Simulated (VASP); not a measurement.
# Ca (P6_3/mmc) in VASP: notebook

The runs below take Ca through single point, with PBEsol.

Everything below comes from runs of VASP 6.6.1. Logs are shortened: lines on timing, memory, paths and dates and some standing lists are left out, and cuts for length are marked.

## (1) The cell of the first run

It takes space group P6_3/mmc (No. 194, hexagonal). The conventional cell has a = 3.854 Å, b = 3.854 Å, c = 6.347 Å, α = 90.00°, β = 90.00°, γ = 120.00°. Within 5.1 Å of Ca (site symmetry -6m2) lie 12 Ca at 3.85 to 3.88 Å.

This isn't the form of Ca at room conditions, which is fcc.

## (2) Single point, PBEsol

INCAR

```
PREC     = Accurate       # precision mode
ENCUT    = 520            # plane-wave cutoff, eV
EDIFF    = 1E-6           # SCF threshold, eV
ISMEAR   = -1             # smearing method
SIGMA    = 0.1            # smearing width, eV
LREAL    = False          # projectors in reciprocal space
LASPH    = True           # aspherical terms in the spheres
NELM     = 60             # most SCF steps
ALGO     = Normal         # electronic algorithm
ISIF     = 2              # what is computed and relaxed
LWAVE    = False          # write WAVECAR
LCHARG   = True           # write CHGCAR
GGA      = PS             # functional
LELF     = True           # ELF
LVHAR    = True         
NBANDS   = 17             # bands
```

KPOINTS

```
Automatic mesh
0
Gamma
  9 9 5
```

POSCAR

```
Ca
1.0
    3.8541369918      0.0000000000      0.0000000000
   -1.9270684959      3.3377805445      0.0000000000
    0.0000000000      0.0000000000      6.3472792847
Ca
2
Direct
    0.3333333333      0.6666666667      0.2500000000
    0.6666666667      0.3333333333      0.7500000000
```

Potentials or basis: VASP PAW PBE potentials, release 64 (Ca_sv).

On the command line:

```bash
> cat potpaw_PBE.64/Ca_sv/POTCAR > POTCAR
> mpirun -np 1 vasp_std > vasp.out
```

OUTCAR:

```text
PREC = Accurate
   ENCUT = 520
   EDIFF = 1E-6
   ISMEAR = -1
   LREAL = False
   LASPH = True
   NELM = 60
   ISIF = 2
   GGA = PS

 ion  position               nearest neighbor table
   1  0.333  0.667  0.250-
   2  0.667  0.333  0.750-

  LATTYP: Found a hexagonal cell.
 ALAT       =     3.8541369918
 C/A-ratio  =     1.6468743322

  Lattice vectors:

 A1 = (   3.8541369918,   0.0000000000,   0.0000000000)
 A2 = (  -1.9270684959,   3.3377805445,   0.0000000000)
 A3 = (   0.0000000000,   0.0000000000,   6.3472792847)

Analysis of symmetry for initial positions (statically):
=====================================================================
 Subroutine PRICEL returns:
 Original cell was already a primitive cell.

 Routine SETGRP: Setting up the symmetry group for a
 hexagonal supercell.

 Subroutine GETGRP returns: Found 24 space group operations
 (whereof 12 operations were pure point group operations)
 out of a pool of 24 trial point group operations.

The static configuration has the point symmetry D_3d.
 The point group associated with its full space group is D_6h.

Analysis of symmetry for dynamics (positions and initial velocities):
=====================================================================
 Subroutine PRICEL returns:
 Original cell was already a primitive cell.

 Routine SETGRP: Setting up the symmetry group for a
 hexagonal supercell.

 Subroutine GETGRP returns: Found 24 space group operations
 (whereof 12 operations were pure point group operations)
 out of a pool of 24 trial point group operations.

The dynamic configuration has the point symmetry D_3d.
 The point group associated with its full space group is D_6h.

 Subroutine INISYM returns: Found 24 space group operations
 (whereof 12 operations are pure point group operations),
 and found     1 'primitive' translations

----------------------------------------------------------------------------------------

                                     Primitive cell

  volume of cell :      81.6531

  direct lattice vectors                    reciprocal lattice vectors
     3.854136992  0.000000000  0.000000000     0.259461457  0.149800142  0.000000000
    -1.927068496  3.337780545  0.000000000     0.000000000  0.299600284  0.000000000
     0.000000000  0.000000000  6.347279285     0.000000000  0.000000000  0.157547818

  length of vectors
     3.854136992  3.854136992  6.347279285     0.299600284  0.299600284  0.157547818

  position of ions in fractional coordinates (direct lattice)
     0.333333333  0.666666667  0.250000000
     0.666666667  0.333333333  0.750000000

  ion indices of the primitive-cell ions
   primitive index   ion index
                 1           1
                 2           2

----------------------------------------------------------------------------------------

 KPOINTS: Automatic mesh

Automatic generation of k-mesh.
 Grid dimensions read from file:
 generate k-points for:    9    9    5

 Generating k-lattice:

  Cartesian coordinates                     Fractional coordinates (reciprocal lattice)
     0.028829051  0.016644460  0.000000000     0.111111111  0.000000000  0.000000000
     0.000000000  0.033288920  0.000000000     0.000000000  0.111111111  0.000000000
     0.000000000  0.000000000  0.031509564     0.000000000  0.000000000  0.200000000

  Length of vectors
     0.033288920  0.033288920  0.031509564

  Shift w.r.t. Gamma in fractional coordinates (k-lattice)
     0.000000000  0.000000000  0.000000000

 Subroutine IBZKPT returns following result:
 ===========================================

 Found     36 irreducible k-points:

 Following reciprocal coordinates:
            Coordinates               Weight
  0.000000  0.000000  0.000000      1.000000
  0.111111 -0.000000  0.000000      6.000000
  0.222222 -0.000000  0.000000      6.000000
  0.333333  0.000000  0.000000      6.000000
  0.444444 -0.000000  0.000000      6.000000
  0.111111  0.111111  0.000000      6.000000
[... 16 lines left out ...]
  0.333333  0.222222  0.200000     24.000000
  0.333333  0.333333  0.200000      4.000000
 [... further k-points ...]
   k-points           NKPTS =     36   k-points in BZ     NKDIM =     36   number of bands    NBANDS=     17
   number of dos      NEDOS =    301   number of ions     NIONS =      2
   total plane-waves  NPLWV =  43200
   dimension x,y,z NGX =    30 NGY =   30 NGZ =   48
   dimension x,y,z NGXF=    60 NGYF=   60 NGZF=   96
   ions per type =               2
   NGX,Y,Z   is equivalent  to a cutoff of  12.94, 12.94, 12.57 a.u.
   NGXF,Y,Z  is equivalent  to a cutoff of  25.88, 25.88, 25.14 a.u.
 SYSTEM =  unknown system
   PREC   = accura    normal or accurate (medium, high low for compatibility)
   ISTART =      0    job   : 0-new  1-cont  2-samecut
   ICHARG =      2    charge: 1-file 2-atom 10-const
   ISPIN  =      1    spin polarized calculation?
   LNONCOLLINEAR =      F non collinear calculations
   LSORBIT =      F    spin-orbit coupling
   LASPH  =      T    aspherical Exc in radial PAW
   ENCUT  =  520.0 eV  38.22 Ry    6.18 a.u.   7.17  7.17 11.80*2*pi/ulx,y,z
   NELM   =     60;   NELMIN=  2; NELMDL= -5     # of ELM steps
   EDIFF  = 0.1E-05   stopping-criterion for ELM
   LREAL  =      F    real-space projection
   EDIFFG = 0.1E-04   stopping-criterion for IOM
   NSW    =      0    number of steps for IOM
   IBRION =     -1    ionic relax: 0-MD 1-quasi-New 2-CG
   NFREE  =      0    steps in history (QN), initial steepest desc. (CG)
   ISIF   =      2    stress and relaxation
   ISYM   =      2    0-nonsym 1-usesym 2-fastsym
   POTIM  = 0.5000    time-step for ionic-motion
   TEBEG  =    0.0;   TEEND  =   0.0 temperature during run
   PSTRESS=    0.0 pullay stress
   NELECT =      20.0000    total number of electrons
   NUPDOWN=      -1.0000    fix difference up-down
   EMIN   =  10.00;   EMAX   =-10.00  energy-range for DOS
   EFERMI =   0.00;   METHOD = LEGACY
   ISMEAR =    -1;   SIGMA  =   0.10  broadening in eV -4-tet -1-fermi 0-gaus
   EFERMI_NEDOS =   21; number of points for ismear=-14 and -15
   IALGO  =     38    algorithm
   IMIX   =      4    mixing-type and parameters
     AMIX     =   0.40;   BMIX     =  1.00
     AMIX_MAG =   1.60;   BMIX_MAG =  1.00
  volume/ion in A,a.u.               =      40.83       275.51
  Fermi-wavevector in a.u.,A,eV,Ry     =   1.024300  1.935647 14.275113  1.049191
  Thomas-Fermi vector in A             =   2.158080
   LORBIT       =      0    0 simple, 1 ext, 2 COOP (PROOUT), +10 PAW based schemes
   GGA     = PS    functional components
   LHFCALC =     F    Hartree Fock is set to
   AEXX    =    0.0000 exact exchange contribution
   IVDW    =     0    specifies the selected vdW correction
   LEPSILON=     F    determine dielectric tensor
   LRPA    =     F    only Hartree local field effects (RPA)
 non-spin polarized calculation
  energy-cutoff  :      520.00
  volume of cell :       81.65
 maximum number of plane-waves:      2226
 NGX is ok and might be reduce to    30
   NGX = 15   NGY = 15   NGZ = 23

 number of electron      20.0000000 magnetization

 Free energy of the ion-electron system (eV)
  ---------------------------------------------------
  ext. energy  EPLUGINS =         0.00000000
  ---------------------------------------------------
  free energy    TOTEN  =        -4.30008536 eV

  energy without entropy =       -4.21490173  energy(sigma->0) =       -4.25749355

 E-fermi :   2.0483     XC(G=0):  -7.9146

 val. band max:        2.0179768959   @ k =   0.2222   0.1111   0.0000
 cond. band min:       2.0615323195   @ k =   0.2222   0.1111   0.0000
 fundamental gap:      0.0435554236
 Fermi energy:         2.0482527603

 k-point     1 :       0.0000    0.0000    0.0000
  band No.  band energies     occupation
      1     -39.7233      2.00000
      2     -39.7076      2.00000
      3     -20.8625      2.00000
      4     -20.7352      2.00000
      5     -20.7352      2.00000
      6     -20.7143      2.00000
[... 9 lines left out ...]
     16       4.7070      0.00000
     17       5.1406      0.00000

 k-point     2 :       0.1111   -0.0000    0.0000
  band No.  band energies     occupation
      1     -39.7216      2.00000
      2     -39.7067      2.00000
      3     -20.8562      2.00000
      4     -20.7497      2.00000
      5     -20.7397      2.00000
      6     -20.7293      2.00000
[... 9 lines left out ...]
     16       4.8504      0.00000
     17       4.9174      0.00000

 k-point     3 :       0.2222   -0.0000    0.0000
  band No.  band energies     occupation
      1     -39.7170      2.00000
      2     -39.7046      2.00000
      3     -20.8392      2.00000
      4     -20.7868      2.00000
      5     -20.7665      2.00000
      6     -20.7508      2.00000
[... 9 lines left out ...]
     16       4.9265      0.00000
     17       4.9521      0.00000

 k-point     4 :       0.3333    0.0000    0.0000
  band No.  band energies     occupation
      1     -39.7115      2.00000
      2     -39.7025      2.00000
      3     -20.8294      2.00000
      4     -20.8162      2.00000
      5     -20.8076      2.00000
      6     -20.7630      2.00000
[... 9 lines left out ...]
     16       5.3900      0.00000
     17       5.5834      0.00000

 k-point     5 :       0.4444   -0.0000    0.0000
  band No.  band energies     occupation
      1     -39.7074      2.00000
      2     -39.7017      2.00000
      3     -20.8574      2.00000
      4     -20.8338      2.00000
      5     -20.7961      2.00000
      6     -20.7709      2.00000
[... 9 lines left out ...]
     16       6.0122      0.00000
     17       6.2256      0.00000

 k-point     6 :       0.1111    0.1111    0.0000
  band No.  band energies     occupation
      1     -39.7184      2.00000
      2     -39.7052      2.00000
      3     -20.8446      2.00000
      4     -20.7720      2.00000
      5     -20.7615      2.00000
      6     -20.7423      2.00000
[... 9 lines left out ...]
     16       4.7967      0.00000
     17       4.8417      0.00000

 k-point     7 :       0.2222    0.1111    0.0000
  band No.  band energies     occupation
      1     -39.7134      2.00000
      2     -39.7031      2.00000
      3     -20.8244      2.00000
      4     -20.8085      2.00000
      5     -20.7956      2.00000
      6     -20.7589      2.00000
[... 9 lines left out ...]
     16       5.0785      0.00000
     17       5.3679      0.00000

 k-point     8 :       0.3333    0.1111    0.0000
  band No.  band energies     occupation
      1     -39.7085      2.00000
      2     -39.7018      2.00000
      3     -20.8430      2.00000
      4     -20.8225      2.00000
      5     -20.8017      2.00000
      6     -20.7742      2.00000
[... 9 lines left out ...]
     16       5.5302      0.00000
     17       5.9557      0.00000
[... 203 lines left out ...]
      1     -39.7124      2.00000
      2     -39.7041      2.00000
      3     -20.8304      2.00000
      4     -20.8035      2.00000
      5     -20.7890      2.00000
      6     -20.7588      2.00000
[... 9 lines left out ...]
     16       5.1111      0.00000
     17       5.6255      0.00000

 k-point    20 :       0.3333    0.1111    0.2000
  band No.  band energies     occupation
      1     -39.7078      2.00000
      2     -39.7024      2.00000
      3     -20.8496      2.00000
      4     -20.8311      2.00000
      5     -20.7874      2.00000
      6     -20.7705      2.00000
[... 9 lines left out ...]
     16       5.5038      0.00000
     17       5.8458      0.00000

 k-point    21 :       0.4444    0.1111    0.2000
  band No.  band energies     occupation
      1     -39.7057      2.00000
      2     -39.7020      2.00000
      3     -20.8615      2.00000
      4     -20.8415      2.00000
      5     -20.7852      2.00000
      6     -20.7695      2.00000
[... 9 lines left out ...]
     16       5.8044      0.00000
     17       5.9447      0.00000

 k-point    22 :       0.2222    0.2222    0.2000
  band No.  band energies     occupation
      1     -39.7082      2.00000
      2     -39.7025      2.00000
      3     -20.8342      2.00000
      4     -20.8288      2.00000
      5     -20.7845      2.00000
      6     -20.7789      2.00000
[... 9 lines left out ...]
     16       5.3456      0.00000
     17       5.7919      0.00000

 k-point    23 :       0.3333    0.2222    0.2000
  band No.  band energies     occupation
      1     -39.7049      2.00000
      2     -39.7020      2.00000
      3     -20.8453      2.00000
      4     -20.8317      2.00000
      5     -20.8004      2.00000
      6     -20.7766      2.00000
[... 9 lines left out ...]
     16       5.6372      0.00000
     17       5.7917      0.00000

 k-point    24 :       0.3333    0.3333    0.2000
  band No.  band energies     occupation
      1     -39.7028      2.00000
      2     -39.7028      2.00000
      3     -20.8295      2.00000
      4     -20.8237      2.00000
      5     -20.8237      2.00000
      6     -20.7929      2.00000
[... 9 lines left out ...]
     16       5.6691      0.00000
     17       5.9772      0.00000

 [... further k-points ...]
[... 5 lines left out ...]
  --------------------------------------------------------------------------------------
  -------------------------------------------------------------------------------------
  Total        0.0036489      0.0036489      0.0035482      0.0000000      0.0000000      0.0000000
  in kB        0.0715982      0.0715982      0.0696223      0.0000000      0.0000000      0.0000000
  external PRESSURE =       0.0709396 kB  Pullay stress =       0.0000000 kB

 VOLUME and BASIS-vectors are now :
 -----------------------------------------------------------------------------
  energy-cutoff  :      520.00
  volume of cell :       81.65
      direct lattice vectors                 reciprocal lattice vectors
     3.854136992  0.000000000  0.000000000     0.259461457  0.149800142  0.000000000
    -1.927068496  3.337780545  0.000000000     0.000000000  0.299600284  0.000000000
     0.000000000  0.000000000  6.347279285     0.000000000  0.000000000  0.157547818

 POSITION                                       TOTAL-FORCE (eV/Angst)
 -----------------------------------------------------------------------------------
     -0.00000      2.22519      1.58682        -0.000000      0.000000      0.000000
      1.92707      1.11259      4.76046         0.000000      0.000000     -0.000000
 -----------------------------------------------------------------------------------
    total drift:                               -0.000000      0.000000     -0.000000

  FREE ENERGIE OF THE ION-ELECTRON SYSTEM (eV)
  ---------------------------------------------------
  free  energy   TOTEN  =        -4.3000853601 eV

  energy  without entropy=       -4.2149017318  energy(sigma->0) =       -4.25749355
```

Run time: 94 s. Hardware: 1 thread of Intel Xeon 8259CL, shared host; peak memory 0.21 GiB.

What came out:

```
Free energy            : -4.3001 eV
Pressure               : 0.0 GPa
Band gap on the k mesh : zero (bands 10 and 11 overlap by 0.41 eV)
```

Levels at points of the mesh, in eV from the Fermi level:
| k point | band 7 | band 8 | band 9 | band 10 | band 11 | band 12 | band 13 | band 14 |
| --- | --- | --- | --- | --- | --- | --- | --- | --- |
| (0.00, 0.00, 0.00) | -22.76 | -22.75 | -4.12 | -1.08 | -0.19 | 2.30 | 2.34 | 2.34 |

Caveat: the PAW data sets were made with another functional, which shifts forces and pressure a little.

## (3) Single point, PBEsol (35.93 Å³/atom)

This run uses another cell than the first one, of 35.93 Å³/atom.

INCAR

```
SYSTEM = Ca
ALGO     = Normal         ! electronic algorithm
EDIFF    = 1E-7           ! SCF threshold, eV
ENCUT    = 520            ! plane-wave cutoff, eV
GGA      = PS             ! functional
ISIF     = 2              ! what is computed and relaxed
ISMEAR   = -1             ! smearing method
LASPH    = .True.         ! aspherical terms in the spheres
LCHARG   = .False.        ! write CHGCAR
LREAL    = .False.        ! projectors in reciprocal space
LWAVE    = .False.        ! write WAVECAR
NBANDS   = 17             ! bands
NELM     = 80             ! most SCF steps
PREC     = Accurate       ! precision mode
SIGMA    = 0.1            ! smearing width, eV
```

KPOINTS

```
k-points
0
Gamma
  11 11 6
  0 0 0
```

POSCAR

```
Ca
1.0
    3.6933577028      0.0000000000      0.0000000000
   -1.8466788514      3.1985415959      0.0000000000
    0.0000000000      0.0000000000      6.0824960006
Ca
2
Direct
    0.3333333333      0.6666666667      0.2500000000
    0.6666666667      0.3333333333      0.7500000000
```

Potentials or basis: VASP PAW PBE potentials, release 64 (Ca_sv).

On the command line:

```bash
> cat potpaw_PBE.64/Ca_sv/POTCAR > POTCAR
> mpirun -np 1 vasp_std > vasp.out
```

Wall time 2 min (1 thread of Intel Xeon 8259CL, shared host); peak memory 0.22 GiB.

Results (log left out):

```
Free energy            : -4.2199 eV
Pressure               : 2.8 GPa
Band gap on the k mesh : zero (bands 10 and 11 overlap by 0.24 eV)
```

Stress tensor (GPa, compression positive):
```
2.78 0.00 0.00
0.00 2.78 0.00
0.00 0.00 2.90
```

Levels at points of the mesh, in eV from the Fermi level:
| k point | band 8 | band 9 | band 10 | band 11 | band 12 | band 13 |
| --- | --- | --- | --- | --- | --- | --- |
| (0.00, 0.00, 0.00) | -22.44 | -4.34 | -1.14 | -0.06 | 2.45 | 2.50 |
| (0.00, 0.00, 0.50) | -22.46 | -3.20 | -3.20 | 1.46 | 1.46 | 2.49 |

Caveat: the PAW data sets were made with another functional, which shifts forces and pressure a little.

(Continued in part 2 of 2.)

The gap in the log of VASP goes by the Fermi energy; the results here count the filled bands.